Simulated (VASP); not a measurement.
# SiC (gw) (Imm2) in VASP: G0W0 quasiparticle levels with PBEsol

Aim: the G0W0 quasiparticle levels of SiC (gw) with PBEsol.

All numbers are computed with VASP 6.6.1; they aren't measurements. Logs are shortened: lines on timing, memory, paths and dates and some standing lists are left out, and cuts for length are marked.

## Step 1: The cell of the first run

It takes space group Imm2 (No. 44, orthorhombic). The conventional cell has a = 3.072 Å, b = 3.112 Å, c = 4.400 Å, α = 90.00°, β = 90.00°, γ = 90.00°. Si (site symmetry mm2) has 4 C at 1.89 to 1.90 Å within 2.5 Å. C (site symmetry mm2) has 4 Si at 1.89 to 1.90 Å within 2.5 Å.

## Step 2: G0W0 quasiparticle levels, PBEsol

POSCAR reads:

```
SiC
1.0
   -0.0141069288      2.1861075562      2.2002144850
    2.1861075562     -0.0141069288      2.2002144850
    2.1720006274      2.1720006274      0.0000000000
Si C
1 1
Direct
   -0.0005984275     -0.0005984275      0.0005984275
    0.2505984275      0.2505984275      0.2494015725
```

INCAR.step1 reads:

```
PREC     = Accurate       # precision mode
ENCUT    = 500            # plane-wave cutoff, eV
EDIFF    = 1E-8           # SCF threshold, eV
ISMEAR   = 0              # smearing method
SIGMA    = 0.01           # smearing width, eV
LREAL    = False          # projectors in reciprocal space
LASPH    = True           # aspherical terms in the spheres
NELM     = 100            # most SCF steps
ALGO     = Normal         # electronic algorithm
LWAVE    = True           # write WAVECAR
LCHARG   = False          # write CHGCAR
GGA      = PS             # functional
```

INCAR.step2 reads:

```
PREC     = Accurate       # precision mode
ENCUT    = 500            # plane-wave cutoff, eV
EDIFF    = 1E-8           # SCF threshold, eV
ISMEAR   = 0              # smearing method
SIGMA    = 0.01           # smearing width, eV
LREAL    = False          # projectors in reciprocal space
LASPH    = True           # aspherical terms in the spheres
NELM     = 1              # most SCF steps
ALGO     = Exact          # electronic algorithm
LWAVE    = True           # write WAVECAR
LCHARG   = False          # write CHGCAR
GGA      = PS             # functional
NBANDS   = 51             # bands
LOPTICS  = True           # frequency-dependent dielectric function
ISTART   = 1
```

INCAR.step3 reads:

```
PREC     = Accurate       # precision mode
ENCUT    = 500            # plane-wave cutoff, eV
EDIFF    = 1E-8           # SCF threshold, eV
ISMEAR   = 0              # smearing method
SIGMA    = 0.01           # smearing width, eV
LREAL    = False          # projectors in reciprocal space
LASPH    = True           # aspherical terms in the spheres
ALGO     = EVGW0          # electronic algorithm
LWAVE    = False          # write WAVECAR
LCHARG   = False          # write CHGCAR
GGA      = PS             # functional
NELMGW   = 1            
NBANDS   = 51             # bands
ENCUTGW  = 100.0          # cutoff of the response function
NOMEGA   = 48             # frequency points
PRECFOCK = Fast         
ISTART   = 1            
NBANDSGW = 12
```

KPOINTS reads:

```
Automatic mesh
0
Gamma
  6 6 6
```

Potentials or basis: VASP PAW PBE potentials, release 64 (Si_GW, C_GW).

On the command line:

```bash
> cat potpaw_PBE.64/Si_GW/POTCAR potpaw_PBE.64/C_GW/POTCAR > POTCAR
> cp INCAR.step1 INCAR
> mpirun -np 1 vasp_std > vasp.out
> cp INCAR.step2 INCAR
> mpirun -np 1 vasp_std > vasp.out
> cp INCAR.step3 INCAR
> mpirun -np 1 vasp_std > vasp.out
```

OUTCAR:

```text
PREC = Accurate
   ENCUT = 500
   EDIFF = 1E-8
   ISMEAR = 0
   LREAL = False
   LASPH = True
   GGA = PS
   NELMGW = 1
   ENCUTGW = 100.0
   PRECFOCK = Fast
   ISTART = 1

 ion  position               nearest neighbor table
   1  0.999  0.999  0.001-   2 1.89   2 1.89   2 1.90   2 1.90
   2  0.251  0.251  0.249-   1 1.89   1 1.89   1 1.90   1 1.90

  LATTYP: Found a body centered orthorhombic cell.
 ALAT       =     3.0716727448
 B/A-ratio  =     1.0129898018
 C/A-ratio  =     1.4325839162

  Lattice vectors:

 A1 = (   0.0141069288,  -2.1861075562,  -2.2002144850)
 A2 = (  -0.0141069288,   2.1861075562,  -2.2002144850)
 A3 = (   2.1861075562,  -0.0141069288,   2.2002144850)

Analysis of symmetry for initial positions (statically):
=====================================================================
 Subroutine PRICEL returns:
 Original cell was already a primitive cell.

 Routine SETGRP: Setting up the symmetry group for a
 body centered orthorhombic supercell.

 Subroutine GETGRP returns: Found  4 space group operations
 (whereof  4 operations were pure point group operations)
 out of a pool of  8 trial point group operations.

The static configuration has the point symmetry C_2v.

Analysis of symmetry for dynamics (positions and initial velocities):
=====================================================================
 Subroutine PRICEL returns:
 Original cell was already a primitive cell.

 Routine SETGRP: Setting up the symmetry group for a
 body centered orthorhombic supercell.

 Subroutine GETGRP returns: Found  4 space group operations
 (whereof  4 operations were pure point group operations)
 out of a pool of  8 trial point group operations.

The dynamic configuration has the point symmetry C_2v.

 Subroutine INISYM returns: Found  4 space group operations
 (whereof  4 operations are pure point group operations),
 and found     1 'primitive' translations

----------------------------------------------------------------------------------------

                                     Primitive cell

  volume of cell :      21.0291

  direct lattice vectors                    reciprocal lattice vectors
    -0.014106929  2.186107556  2.200214485    -0.227250572  0.227250572  0.227250572
     2.186107556 -0.014106929  2.200214485     0.227250572 -0.227250572  0.227250572
     2.172000627  2.172000627  0.000000000     0.230202512  0.230202512 -0.227250572

  length of vectors
     3.101646181  3.101646181  3.071672745     0.393609537  0.393609537  0.397025459

  position of ions in fractional coordinates (direct lattice)
     0.999401572  0.999401572  0.000598428
     0.250598428  0.250598428  0.249401572

  ion indices of the primitive-cell ions
   primitive index   ion index
                 1           1
                 2           2

----------------------------------------------------------------------------------------

 KPOINTS: Automatic mesh

Automatic generation of k-mesh.
 Grid dimensions read from file:
 generate k-points for:    6    6    6

 Generating k-lattice:

  Cartesian coordinates                     Fractional coordinates (reciprocal lattice)
    -0.037875095  0.037875095  0.037875095     0.166666667  0.000000000  0.000000000
     0.037875095 -0.037875095  0.037875095     0.000000000  0.166666667  0.000000000
     0.038367085  0.038367085 -0.037875095     0.000000000  0.000000000  0.166666667

  Length of vectors
     0.065601589  0.065601589  0.066170910

  Shift w.r.t. Gamma in fractional coordinates (k-lattice)
     0.000000000  0.000000000  0.000000000

 Subroutine IBZKPT returns following result:
 ===========================================

 Found     46 irreducible k-points:

 Following reciprocal coordinates:
            Coordinates               Weight
  0.000000  0.000000  0.000000      1.000000
  0.166667  0.000000  0.000000      4.000000
  0.333333  0.000000  0.000000      4.000000
  0.500000  0.000000  0.000000      2.000000
  0.166667  0.166667  0.000000      2.000000
  0.333333  0.166667  0.000000      4.000000
[... 16 lines left out ...]
 -0.166667  0.333333  0.166667      4.000000
  0.500000  0.500000  0.166667      4.000000
 [... further k-points ...]
   k-points           NKPTS =     46   k-points in BZ     NKDIM =    216   number of bands    NBANDS=     51
   number of dos      NEDOS =    301   number of ions     NIONS =      2
   total plane-waves  NPLWV =  13824
   dimension x,y,z NGX =    24 NGY =   24 NGZ =   24
   dimension x,y,z NGXF=    48 NGYF=   48 NGZF=   48
   ions per type =               1   1
   NGX,Y,Z   is equivalent  to a cutoff of  12.86, 12.86, 12.99 a.u.
   NGXF,Y,Z  is equivalent  to a cutoff of  25.73, 25.73, 25.98 a.u.
 SYSTEM =  unknown system
   PREC   = accura    normal or accurate (medium, high low for compatibility)
   ISTART =      1    job   : 0-new  1-cont  2-samecut
   ICHARG =      0    charge: 1-file 2-atom 10-const
   ISPIN  =      1    spin polarized calculation?
   LNONCOLLINEAR =      F non collinear calculations
   LSORBIT =      F    spin-orbit coupling
   LASPH  =      T    aspherical Exc in radial PAW
   ENCUT  =  500.0 eV  36.75 Ry    6.06 a.u.   5.66  5.66  5.60*2*pi/ulx,y,z
   NELM   =     60;   NELMIN=  2; NELMDL=  0     # of ELM steps
   EDIFF  = 0.1E-07   stopping-criterion for ELM
   LREAL  =      F    real-space projection
   EDIFFG = 0.1E-06   stopping-criterion for IOM
   NSW    =      0    number of steps for IOM
   IBRION =     -1    ionic relax: 0-MD 1-quasi-New 2-CG
   NFREE  =      0    steps in history (QN), initial steepest desc. (CG)
   ISIF   =      0    stress and relaxation
   ISYM   =      3    0-nonsym 1-usesym 2-fastsym
   POTIM  = 0.5000    time-step for ionic-motion
   TEBEG  =    0.0;   TEEND  =   0.0 temperature during run
   PSTRESS=    0.0 pullay stress
   NELECT =       8.0000    total number of electrons
   NUPDOWN=      -1.0000    fix difference up-down
   EMIN   =  10.00;   EMAX   =-10.00  energy-range for DOS
   EFERMI =   0.00;   METHOD = LEGACY
   ISMEAR =     0;   SIGMA  =   0.01  broadening in eV -4-tet -1-fermi 0-gaus
   EFERMI_NEDOS =   21; number of points for ismear=-14 and -15
   IALGO  =     38    algorithm
   IMIX   =      4    mixing-type and parameters
     AMIX     =   0.40;   BMIX     =  1.00
     AMIX_MAG =   1.60;   BMIX_MAG =  1.00
  volume/ion in A,a.u.               =      10.51        70.96
  Fermi-wavevector in a.u.,A,eV,Ry     =   1.186219  2.241629 19.144965  1.407115
  Thomas-Fermi vector in A             =   2.322396
   LORBIT       =      0    0 simple, 1 ext, 2 COOP (PROOUT), +10 PAW based schemes
   GGA     = PS    functional components
   LHFCALC =     T    Hartree Fock is set to
   PRECFOCK=fast      Normal, Fast or Accurate (Low or Medium for compatibility)
   ENCUT4O =  -1.0   cutoff for four orbital integrals eV
   NKREDX  =     1    reduce k-point grid by
   NKREDY  =     1    reduce k-point grid by
   NKREDZ  =     1    reduce k-point grid by
   AEXX    =    1.0000 exact exchange contribution
   HFSCREEN=    0.0000 screening length (either q_TF or 0.3 A-1)
   HFSCREENC=   0.0000 screening length for correlation (either q_TF or 0.3 A-1)
   ENCUTFOCK=  -1.0 apply spherical cutoff to Coloumb kernel
   IVDW    =     0    specifies the selected vdW correction
   LEPSILON=     F    determine dielectric tensor
   LRPA    =     F    only Hartree local field effects (RPA)
   LRPAFORCE           =     F    calculate RPA forces
   ENCUTGW             = 100.0    cutoff for response function in eV
   ENCUTGWSOFT         =  80.0    soft cutoff for Coulomb kernel in GW response function in eV
   ENCUTLF             =  -1.0    cutoff for local field effects
   NELMGW              =     1    number of iterations in solving QP/BSE equation
   NELMHF              =     1    number of iterations in the inner HF iteration
   NKREDLFX            =     1    NKREDLFY  =   1   NKREDLFZ  =   1
 non-spin polarized calculation
 Gauss-broadening in eV      SIGMA  =   0.01
  energy-cutoff  :      500.00
  volume of cell :       21.03
 maximum number of plane-waves:       544
 NGX is ok and might be reduce to    24
  NGX = 14; NGY = 14; NGZ = 14
   NGX = 11   NGY = 11   NGZ = 11
 maximum number of plane-waves:        59
 NGX is ok and might be reduce to    14

 QP shifts <psi_nk| G(iteration)W_0 |psi_nk>: iteration 1
 for sc-GW calculations column KS-energies equals QP-energies in previous step
 and V_xc(KS)=  KS-energies - (<T + V_ion + V_H > + <T+V_H+V_ion>^1  + <V_x>^1)

 k-point   1 :       0.0000    0.0000    0.0000
  band No.  KS-energies  QP-energies   sigma(KS)   V_xc(KS)     V^pw_x(r,r')   Z            occupation Imag(sigma)

      1      -7.7567      -8.6430     -13.9247     -12.6911     -21.5632       0.7185       2.0000       1.4016
      2       7.4969       7.1519     -15.1058     -14.6671     -17.2456       0.7864       2.0000       0.0844
      3       7.5130       7.1694     -15.1386     -14.7017     -17.2951       0.7864       2.0000       0.0852
      4       7.6215       7.2826     -15.1638     -14.7329     -17.3308       0.7864       2.0000       0.0857
      5      13.5093      14.2483     -12.1836     -13.1309      -7.3780       0.7802       0.0000      -0.1079
      6      14.5304      15.3058     -10.6092     -11.5879      -5.7713       0.7923       0.0000      -0.1027
      7      14.7192      15.4984     -10.6677     -11.6535      -5.7837       0.7905       0.0000      -0.1054
      8      14.8053      15.5870     -10.6208     -11.6101      -5.7168       0.7902       0.0000      -0.1072
      9      21.7809      22.6633     -10.3407     -11.4660      -4.4911       0.7841       0.0000      -0.2990
     10      21.9811      22.8660     -10.3427     -11.4707      -4.4580       0.7845       0.0000      -0.3095
     11      23.5382      24.0988      -9.2951     -10.0173      -2.9198       0.7762       0.0000      -0.4467
     12      24.3626      24.9153      -9.6887     -10.3994      -2.9559       0.7777       0.0000      -0.6885

 k-point   2 :       0.1667    0.0000    0.0000
  band No.  KS-energies  QP-energies   sigma(KS)   V_xc(KS)     V^pw_x(r,r')   Z            occupation Imag(sigma)
[... 353 lines left out ...]
      1      -3.4719      -4.2342     -14.7383     -13.6938     -21.2614       0.7298       2.0000       0.7898
      2       0.6972      -0.0051     -14.0167     -13.0647     -18.3702       0.7377       2.0000       0.2916
      3       3.2636       2.6251     -13.5762     -12.7377     -16.6645       0.7613       2.0000       0.1365
      4       4.7108       4.1321     -14.3042     -13.5528     -17.1162       0.7701       2.0000       0.1075
      5      10.1082      10.6250     -10.2944     -10.9341      -6.2782       0.8079       0.0000      -0.0761
      6      13.7684      14.5133     -10.7525     -11.6831      -6.1761       0.8005       0.0000      -0.0916
      7      19.3708      20.3015     -11.7085     -12.9393      -5.4246       0.7562       0.0000      -0.2890
      8      19.5400      20.4461     -11.2981     -12.4947      -4.9498       0.7572       0.0000      -0.3047
      9      21.4349      22.4334     -12.0373     -13.3801      -5.1525       0.7436       0.0000      -0.4235
     10      25.3165      26.1430     -10.4671     -11.5432      -3.5046       0.7680       0.0000      -0.6543
     11      28.7114      29.7222     -11.4493     -12.7880      -4.0342       0.7551       0.0000      -0.9389
     12      29.7229      30.7682     -11.1742     -12.5368      -4.1236       0.7671       0.0000      -0.9637

 [... further k-points ...]
```

Run time: 12 min. Hardware: 1 thread of Intel Xeon 8259CL, shared host; peak memory 0.44 GiB.

Results:

| Quantity | Value |
| --- | --- |
| Band gap on the k mesh, mean-field level | 1.15 eV, indirect (least direct gap 4.30 eV) |
| Quasiparticle gap | 1.93 eV |
| Least direct quasiparticle gap | 5.34 eV |

Caveat: bands, screening cutoff and mesh are small and nothing is extrapolated, so the quasiparticle values aren't converged. A k mesh can miss the band edges.
